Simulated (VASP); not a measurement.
# LiW16 (a cell with a defect) in VASP: single point with PBE

Aim: the single point of LiW16 (a cell with a defect) with PBE.

Everything below comes from runs of VASP 6.6.1. Logs are shortened: lines on timing, memory, paths and dates and some standing lists are left out, and cuts for length are marked.

## 1. The cell of the first run

The cell holds a defect, 17 atoms: a = 6.320 Å, b = 6.320 Å, c = 6.320 Å, α = 90.00°, β = 90.00°, γ = 90.00°.

## 2. Single point, PBE

Contents of INCAR:

```
PREC = Accurate
ENCUT = 520
EDIFF = 1E-6
ISMEAR = -1
SIGMA = 0.05
LREAL = Auto
LASPH = T
NELM = 80
ALGO = Normal
ISIF = 2
LWAVE = F
LCHARG = T
GGA = PE
LELF = T
LVHAR = T
NBANDS = 128
```

Contents of KPOINTS:

```
regular mesh
0
Gamma
  3 3 3
```

Contents of POSCAR:

```
LiW16
1.0
    6.3200000000      0.0000000000      0.0000000000
    0.0000000000      6.3200000000      0.0000000000
    0.0000000000      0.0000000000      6.3200000000
W Li
16 1
Direct
   -0.0041429719      0.0007019282      0.0112289969
    0.5039639055      0.0007029561      0.0112298825
   -0.0108984896      0.5006818883      0.0179786946
   -0.0040734599      0.0006916295      0.5031808791
    0.2499055803      0.2495530299      0.2571729405
    0.5107105249      0.5006879324      0.0179709421
    0.5038902210      0.0006884471      0.5031840332
    0.7499057454      0.2486833121      0.2571958731
   -0.0109060918      0.5006876845      0.4963652677
    0.2499086708      0.7518227516      0.2571645039
    0.2498942976      0.3070316969      0.7571373443
    0.5107214177      0.5006868529      0.4963684392
    0.7499022445      0.7526997621      0.2572053666
    0.7499073067      0.2495481212      0.7571823075
    0.2498823556      0.6943158165      0.7571998366
    0.7499090831      0.7518283926      0.7571726678
    0.2499200401      0.0006699981     -0.2426612956
```

Potentials or basis: VASP PAW PBE potentials, release 64 (W_sv, Li_sv).

The run is started by

```sh
> cat potpaw_PBE.64/W_sv/POTCAR potpaw_PBE.64/Li_sv/POTCAR > POTCAR
> mpirun -np 1 vasp_std > vasp.out
```

OUTCAR:

```text
PREC = Accurate
   ENCUT = 520
   EDIFF = 1E-6
   ISMEAR = -1
   LREAL = Auto
   LASPH = T
   NELM = 80
   ISIF = 2
   GGA = PE

 ion  position               nearest neighbor table
   1  0.996  0.001  0.011-  17 2.27   8 2.70  13 2.70  14 2.73   5 2.73  10 2.73  16 2.73  15 2.98
                            11 2.98   2 3.11   4 3.11   3 3.16   3 3.16   4 3.21   2 3.21
   2  0.504  0.001  0.011-  17 2.27   8 2.70  13 2.70  14 2.73   5 2.73  10 2.73  16 2.73  11 2.98
                            15 2.98   1 3.11   7 3.11   6 3.16   6 3.16   7 3.21   1 3.21
   3  0.989  0.501  0.018-  15 2.63  11 2.63   8 2.67  13 2.67  14 2.74   5 2.74  10 2.74  16 2.74
                             9 3.02   6 3.02   1 3.16   1 3.16   6 3.30   9 3.30
   4  0.996  0.001  0.503-  17 2.27  13 2.70   8 2.70   5 2.73  10 2.73  16 2.73  14 2.73  11 2.98
                            15 2.98   1 3.11   7 3.11   9 3.16   9 3.16   7 3.21   1 3.21
   5  0.250  0.250  0.257-   1 2.73   4 2.73   2 2.73   7 2.73   3 2.74   9 2.74   6 2.74  12 2.74
                            10 3.15   8 3.16   8 3.16  10 3.17  11 3.18  11 3.18
   6  0.511  0.501  0.018-  15 2.63  11 2.63   8 2.67  13 2.67  14 2.74  10 2.74  16 2.74   5 2.74
                             3 3.02  12 3.02   2 3.16   2 3.16  12 3.30   3 3.30
   7  0.504  0.001  0.503-  17 2.27  13 2.70   8 2.70   5 2.73  10 2.73  16 2.73  14 2.73  11 2.98
                            15 2.98   2 3.11   4 3.11  12 3.16  12 3.16   4 3.21   2 3.21
   8  0.750  0.249  0.257-  12 2.67   9 2.67   3 2.67   6 2.67   2 2.70   1 2.70   4 2.70   7 2.70
                            13 3.13  14 3.16   5 3.16   5 3.16  14 3.16  13 3.19
   9  0.989  0.501  0.496-  11 2.63  15 2.63   8 2.67  13 2.67  16 2.74   5 2.74  14 2.74  10 2.74
                            12 3.02   3 3.02   4 3.16   4 3.16   3 3.30  12 3.30
  10  0.250  0.752  0.257-   7 2.73   4 2.73   1 2.73   2 2.73   6 2.74   3 2.74   9 2.74  12 2.74
                             5 3.15  13 3.16  13 3.16   5 3.17  15 3.18  15 3.18
  11  0.250  0.307  0.757-  17 1.94  15 2.45   9 2.63  12 2.63   3 2.63   6 2.63   4 2.98   7 2.98
                             1 2.98   2 2.98   5 3.18  14 3.18  14 3.18   5 3.18
  12  0.511  0.501  0.496-  11 2.63  15 2.63  13 2.67   8 2.67  16 2.74  14 2.74   5 2.74  10 2.74
                             9 3.02   6 3.02   7 3.16   7 3.16   6 3.30   9 3.30
  13  0.750  0.753  0.257-  12 2.67   9 2.67   6 2.67   3 2.67   2 2.70   1 2.70   7 2.70   4 2.70
                             8 3.13  16 3.16  10 3.16  10 3.16  16 3.16   8 3.19
  14  0.750  0.250  0.757-   2 2.73   1 2.73   7 2.73   4 2.73   3 2.74   6 2.74  12 2.74   9 2.74
                            16 3.15   8 3.16   8 3.16  16 3.17  11 3.18  11 3.18
  15  0.250  0.694  0.757-  17 1.94  11 2.45   3 2.63   6 2.63   9 2.63  12 2.63   4 2.98   7 2.98
                             1 2.98   2 2.98  10 3.18  16 3.18  16 3.18  10 3.18
  16  0.750  0.752  0.757-   7 2.73   4 2.73   2 2.73   1 2.73   9 2.74  12 2.74   6 2.74   3 2.74
                            14 3.15  13 3.16  13 3.16  14 3.17  15 3.18  15 3.18
  17  0.250  0.001  0.757-  15 1.94  11 1.94   2 2.27   1 2.27   7 2.27   4 2.27

  LATTYP: Found a simple cubic cell.
 ALAT       =     6.3200000000

  Lattice vectors:

 A1 = (   6.3200000000,   0.0000000000,   0.0000000000)
 A2 = (   0.0000000000,   6.3200000000,   0.0000000000)
 A3 = (   0.0000000000,   0.0000000000,   6.3200000000)

Analysis of symmetry for initial positions (statically):
=====================================================================
 Subroutine PRICEL returns:
 Original cell was already a primitive cell.

 Routine SETGRP: Setting up the symmetry group for a
 simple cubic supercell.

 Subroutine GETGRP returns: Found  1 space group operations
 (whereof  1 operations were pure point group operations)
 out of a pool of 48 trial point group operations.

The static configuration has the point symmetry C_1 .

Analysis of symmetry for dynamics (positions and initial velocities):
=====================================================================
 Subroutine PRICEL returns:
 Original cell was already a primitive cell.

 Routine SETGRP: Setting up the symmetry group for a
 simple cubic supercell.

 Subroutine GETGRP returns: Found  1 space group operations
 (whereof  1 operations were pure point group operations)
 out of a pool of 48 trial point group operations.

The dynamic configuration has the point symmetry C_1 .

 Subroutine INISYM returns: Found  1 space group operations
 (whereof  1 operations are pure point group operations),
 and found     1 'primitive' translations

----------------------------------------------------------------------------------------

                                     Primitive cell

  volume of cell :     252.4360

  direct lattice vectors                    reciprocal lattice vectors
     6.320000000  0.000000000  0.000000000     0.158227848  0.000000000  0.000000000
[... 66 lines left out ...]
 Subroutine IBZKPT returns following result:
 ===========================================

 Found     14 irreducible k-points:

 Following reciprocal coordinates:
            Coordinates               Weight
  0.000000  0.000000  0.000000      1.000000
  0.333333  0.000000  0.000000      2.000000
  0.000000  0.333333  0.000000      2.000000
  0.000000  0.000000  0.333333      2.000000
  0.333333  0.333333  0.000000      2.000000
  0.000000  0.333333  0.333333      2.000000
  0.333333  0.000000  0.333333      2.000000
 -0.333333  0.333333  0.000000      2.000000
 -0.333333  0.000000  0.333333      2.000000
  0.000000 -0.333333  0.333333      2.000000
  0.333333  0.333333  0.333333      2.000000
 -0.333333  0.333333  0.333333      2.000000
 -0.333333 -0.333333  0.333333      2.000000
  0.333333 -0.333333  0.333333      2.000000
   k-points           NKPTS =     14   k-points in BZ     NKDIM =     14   number of bands    NBANDS=    128
   number of dos      NEDOS =    301   number of ions     NIONS =     17
   total plane-waves  NPLWV = 110592
   dimension x,y,z NGX =    48 NGY =   48 NGZ =   48
   dimension x,y,z NGXF=    96 NGYF=   96 NGZF=   96
   ions per type =              16   1
   NGX,Y,Z   is equivalent  to a cutoff of  12.63, 12.63, 12.63 a.u.
   NGXF,Y,Z  is equivalent  to a cutoff of  25.25, 25.25, 25.25 a.u.
 SYSTEM =  unknown system
   PREC   = accura    normal or accurate (medium, high low for compatibility)
   ISTART =      0    job   : 0-new  1-cont  2-samecut
   ICHARG =      2    charge: 1-file 2-atom 10-const
   ISPIN  =      1    spin polarized calculation?
   LNONCOLLINEAR =      F non collinear calculations
   LSORBIT =      F    spin-orbit coupling
   LASPH  =      T    aspherical Exc in radial PAW
   ENCUT  =  520.0 eV  38.22 Ry    6.18 a.u.  11.75 11.75 11.75*2*pi/ulx,y,z
   NELM   =     80;   NELMIN=  2; NELMDL= -5     # of ELM steps
   EDIFF  = 0.1E-05   stopping-criterion for ELM
   LREAL  =      T    real-space projection
   EDIFFG = 0.1E-04   stopping-criterion for IOM
   NSW    =      0    number of steps for IOM
   IBRION =     -1    ionic relax: 0-MD 1-quasi-New 2-CG
   NFREE  =      0    steps in history (QN), initial steepest desc. (CG)
   ISIF   =      2    stress and relaxation
   ISYM   =      2    0-nonsym 1-usesym 2-fastsym
   POTIM  = 0.5000    time-step for ionic-motion
   TEBEG  =    0.0;   TEEND  =   0.0 temperature during run
   PSTRESS=    0.0 pullay stress
   NELECT =     227.0000    total number of electrons
   NUPDOWN=      -1.0000    fix difference up-down
   EMIN   =  10.00;   EMAX   =-10.00  energy-range for DOS
   EFERMI =   0.00;   METHOD = LEGACY
   ISMEAR =    -1;   SIGMA  =   0.05  broadening in eV -4-tet -1-fermi 0-gaus
   EFERMI_NEDOS =   21; number of points for ismear=-14 and -15
   IALGO  =     38    algorithm
   IMIX   =      4    mixing-type and parameters
     AMIX     =   0.40;   BMIX     =  1.00
     AMIX_MAG =   1.60;   BMIX_MAG =  1.00
  volume/ion in A,a.u.               =      14.85       100.21
  Fermi-wavevector in a.u.,A,eV,Ry     =   1.580155  2.986060 33.972251  2.496890
  Thomas-Fermi vector in A             =   2.680426
   LORBIT       =      0    0 simple, 1 ext, 2 COOP (PROOUT), +10 PAW based schemes
   GGA     = PE    functional components
   LHFCALC =     F    Hartree Fock is set to
   AEXX    =    0.0000 exact exchange contribution
   IVDW    =     0    specifies the selected vdW correction
   LEPSILON=     F    determine dielectric tensor
   LRPA    =     F    only Hartree local field effects (RPA)
 non-spin polarized calculation
  energy-cutoff  :      520.00
  volume of cell :      252.44
 maximum number of plane-waves:      6859
   NGX = 23   NGY = 23   NGZ = 23

 number of electron     226.9999989 magnetization

 Free energy of the ion-electron system (eV)
  ---------------------------------------------------
  ext. energy  EPLUGINS =         0.00000000
  ---------------------------------------------------
  free energy    TOTEN  =      -201.78663271 eV

  energy without entropy =     -201.71554306  energy(sigma->0) =     -201.75108788

 E-fermi :  11.5744     XC(G=0): -13.7191

 val. band max:       11.5518498294   @ k =  -0.3333   0.0000   0.3333
 cond. band min:      11.5787040672   @ k =   0.0000  -0.3333   0.3333
 fundamental gap:      0.0268542378
 Fermi energy:        11.5743517570

 k-point     1 :       0.0000    0.0000    0.0000
  band No.  band energies     occupation
      1     -62.4493      2.00000
      2     -62.3815      2.00000
      3     -62.3746      2.00000
      4     -62.3722      2.00000
      5     -62.3652      2.00000
      6     -62.3525      2.00000
[... 1781 lines left out ...]
    124      13.5259      0.00000
    125      13.5891      0.00000
 [bands above 125 left out]

------------------------ aborting loop because EDIFF is reached ----------------------------------------

  FORCE on cell =-STRESS in cart. coord.  units (eV):
  Direction    XX          YY          ZZ          XY          YZ          ZX
  --------------------------------------------------------------------------------------
  -------------------------------------------------------------------------------------
  Total       28.5188613     41.5368651     28.5056851      0.0007857      0.0020886     -0.0007186
  in kB      181.0053987    263.6289276    180.9217713      0.0049867      0.0132563     -0.0045610
  external PRESSURE =     208.5186992 kB  Pullay stress =       0.0000000 kB

 VOLUME and BASIS-vectors are now :
 -----------------------------------------------------------------------------
  energy-cutoff  :      520.00
  volume of cell :      252.44
      direct lattice vectors                 reciprocal lattice vectors
     6.320000000  0.000000000  0.000000000     0.158227848  0.000000000  0.000000000
     0.000000000  6.320000000  0.000000000     0.000000000  0.158227848  0.000000000
     0.000000000  0.000000000  6.320000000     0.000000000  0.000000000  0.158227848

 POSITION                                       TOTAL-FORCE (eV/Angst)
 -----------------------------------------------------------------------------------
      6.29382      0.00444      0.07097         0.010907     -0.000436     -0.011514
      3.18505      0.00444      0.07097        -0.011545     -0.000374     -0.011244
      6.25112      3.16431      0.11363        -0.006692      0.002105      0.004385
      6.29426      0.00437      3.18010         0.010773     -0.000461      0.013716
      1.57940      1.57718      1.62533         0.000537     -0.000023     -0.000686
      3.22769      3.16435      0.11358         0.005361      0.001846      0.003758
[... 9 lines left out ...]
      4.73943      4.75156      4.78533        -0.000318      0.003296      0.001701
      1.57949      0.00423      4.78638         0.001153     -0.016086      0.001669
 -----------------------------------------------------------------------------------
    total drift:                                0.000880     -0.013526     -0.022813

  FREE ENERGIE OF THE ION-ELECTRON SYSTEM (eV)
  ---------------------------------------------------
  free  energy   TOTEN  =      -201.7866327052 eV

  energy  without entropy=     -201.7155430599  energy(sigma->0) =     -201.75108788
```

Wall time 29 min (1 thread of Intel Xeon 8259CL, shared host); peak memory 0.49 GiB.

What came out:

```yaml
Free_energy: -201.7866 eV
Largest_force: 0.067 eV/Å
Band_gap_on_the_k_mesh: zero (an odd number of electrons rules out a gap without spin polarisation)
```

Forces on the atoms (eV/Å):
```
W    0.011  0.000 -0.012
W   -0.012  0.000 -0.011
W   -0.007  0.002  0.004
W    0.011  0.000  0.014
W    0.001  0.000 -0.001
W    0.005  0.002  0.004
W   -0.011  0.000  0.013
W    0.000 -0.009  0.000
W   -0.005  0.001 -0.007
W    0.000  0.004  0.001
W    0.001 -0.065  0.002
W    0.004  0.001 -0.006
W    0.001  0.011 -0.003
W    0.000  0.000  0.000
W    0.001  0.067 -0.003
W    0.000  0.003  0.002
Li   0.001 -0.016  0.002
```

Caveat: the cutoff is under 1.25 times the usual one of these potentials, so pressure, stress and relaxed cells hold a basis-set (Pulay) error; atoms lie so close that the PAW spheres overlap strongly, which falsifies energies and pressures; spin-orbit coupling is left out, which moves the levels of the heavy elements.

The gap in the log of VASP goes by the Fermi energy; the results here count the filled bands.